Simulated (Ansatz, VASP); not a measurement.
# One calculation of Al3BAs2, two programs

The input INCAR:

```
SYSTEM = Al3BAs2
PREC = Accurate ; ENCUT = 520
EDIFF = 1E-6 ; ISMEAR = 0
SIGMA = 0.1 ; LREAL = .False.
LASPH = .True. ; NELM = 80
ALGO = Normal ; ISIF = 2
LWAVE = .False. ; LCHARG = .False.
GGA = PE ; NBANDS = 20
```

KPOINTS

```
regular mesh
0
Gamma
  4 4 4
  0 0 0
```

File POSCAR:

```
Al3BAs2
1.0
    3.9306563400      0.0000000000      0.0000000000
    0.0000000000      3.9306563400      0.0000000000
    0.0000000000      0.0000000000      7.4426780300
Al B As
3 1 2
Direct
    0.0000000000      0.5000000000      0.6816478300
    0.5000000000      0.0000000000      0.3183521700
    0.5000000000      0.5000000000      0.0000000000
    0.0000000000      0.0000000000      0.5000000000
    0.5000000000      0.5000000000      0.6619304400
    0.5000000000      0.5000000000      0.3380695600
```

Input for Ansatz:

```yaml
crystal:
  lattice:
    - [3.93065634, 0.0, 0.0]
    - [0.0, 3.93065634, 0.0]
    - [0.0, 0.0, 7.44267803]
  atoms:
    - { symbol: Al, position: [0.0, 0.5, 0.68164783] }
    - { symbol: Al, position: [0.5, 0.0, 0.31835217] }
    - { symbol: Al, position: [0.5, 0.5, 0.0] }
    - { symbol: B, position: [0.0, 0.0, 0.5] }
    - { symbol: As, position: [0.5, 0.5, 0.66193044] }
    - { symbol: As, position: [0.5, 0.5, 0.33806956] }
basis:
  ecutwfc: 420
kpoints:
  mp_grid: { grid: [4, 4, 4] }
hamiltonian:
  xc: pbe
scf:
  occupations: { method: gaussian, width: 0.1 }
  lower_state_search: "off"
output:
  forces: true
  stress: true
  eigenvalues: true
```

Alike in both runs: task single point; functional PBE; k mesh 4 × 4 × 4; occupations gaussian, width 0.1 eV; no spin polarisation.

|  | VASP | Ansatz |
| --- | --- | --- |
| version | VASP 6.6.1 | Ansatz 0.2.0 |
| potentials or method | VASP PAW PBE potentials, release 64 (Al, B, As), cutoff 520 eV | scalar-relativistic, plane waves, PAW |
| valence electrons in the cell | 22 | 42 |

Ansatz gave:

| Quantity | Value |
| --- | --- |
| gap on the k mesh at the Fermi level (eV) | none |
| rms of the force components (eV/Å) | 0.477 |

**Question.** What did VASP give for the same quantities?

**Answer.** gap on the k mesh at the Fermi level (eV): none; rms of the force components (eV/Å): 0.489.

Atom by atom the forces differ by 0.014 eV/Å (rms over components). A gap of «none» marks a metal or a gap that the smearing closes. VASP's potentials hold 22 valence electrons a cell and Ansatz's 42, so a difference there can come from the potentials and not from the codes.

The k mesh is coarse, so the values compare programs but aren't converged.
